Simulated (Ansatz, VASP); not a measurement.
# HfO2 in VASP and in Ansatz

File INCAR:

```
SYSTEM = HfO2
  PREC = Accurate
  ENCUT = 600
  EDIFF = 1E-6
  ISMEAR = -1
  SIGMA = 0.05
  LREAL = .False.
  LASPH = .True.
  NELM = 80
  ALGO = Normal
  ISIF = 3
  LWAVE = .False.
  LCHARG = .False.
  GGA = RE
  IVDW = 13
  IBRION = 2
  NSW = 60
  EDIFFG = -0.01
```

KPOINTS

```
Automatic mesh
0
Gamma
  9 9 9
  0 0 0
```

File POSCAR:

```
HfO2
1.0
    0.0000000000      2.5575000000      2.5575000000
    2.5575000000      0.0000000000      2.5575000000
    2.5575000000      2.5575000000      0.0000000000
Hf O
1 2
Direct
    0.0000000000      0.0000000000      0.0000000000
    0.7500000000      0.7500000000      0.7500000000
    0.2500000000      0.2500000000      0.2500000000
```

input.yaml

```yaml
crystal:
  lattice:
    - [0.0, 2.5575, 2.5575]
    - [2.5575, 0.0, 2.5575]
    - [2.5575, 2.5575, 0.0]
  atoms:
    - { symbol: Hf, position: [0.0, 0.0, 0.0] }
    - { symbol: O, position: [0.75, 0.75, 0.75] }
    - { symbol: O, position: [0.25, 0.25, 0.25] }
hamiltonian:
  xc: revpbe
  pseudopotentials: { kind: paw }
  dispersion: d4
kpoints:
  mp_grid: { grid: [9, 9, 9] }
scf:
  occupations: { method: fermi_dirac, width: 0.05 }
output:
  forces: true
  stress: true
relax:
  f_tol: 0.01
  max_steps: 40
  cell: { stress_tol: 0.05 }
```

Alike in both runs: task relaxation of cell and atoms; functional revPBE; dispersion D4; k mesh 9 × 9 × 9; occupations fermi-dirac, width 0.05 eV; no spin polarisation.

|  | VASP | Ansatz |
| --- | --- | --- |
| version | VASP 6.6.1 | Ansatz 0.2.0 |
| potentials or method | VASP PAW PBE potentials, release 64 (Hf_pv, O) | Ansatz PAW |
| plane-wave cutoff (eV) | 600 | 420 |
| valence electrons in the cell | 22 | 38 |

Ansatz gave:

* relaxed volume (Å³/atom): 10.89
* relaxed cell length with the largest relative difference (Å): 3.589

Question: Estimate VASP's values.

Answer: Relaxed volume (Å³/atom): 10.72; relaxed cell length with the largest relative difference (Å): 3.569.

VASP's potentials were made for PBE, not for revPBE. VASP's potentials hold 22 valence electrons a cell and Ansatz's 38, so a difference there can come from the potentials and not from the codes.

Spin-orbit coupling is off throughout. Noted on Ansatz's run: odd divisions of the mesh miss points on the zone boundary, where band edges often lie, so the gap on the mesh can be too wide; the plane-wave basis is chosen anew once the cell has moved, so the energies of steps on either side of that aren't comparable.
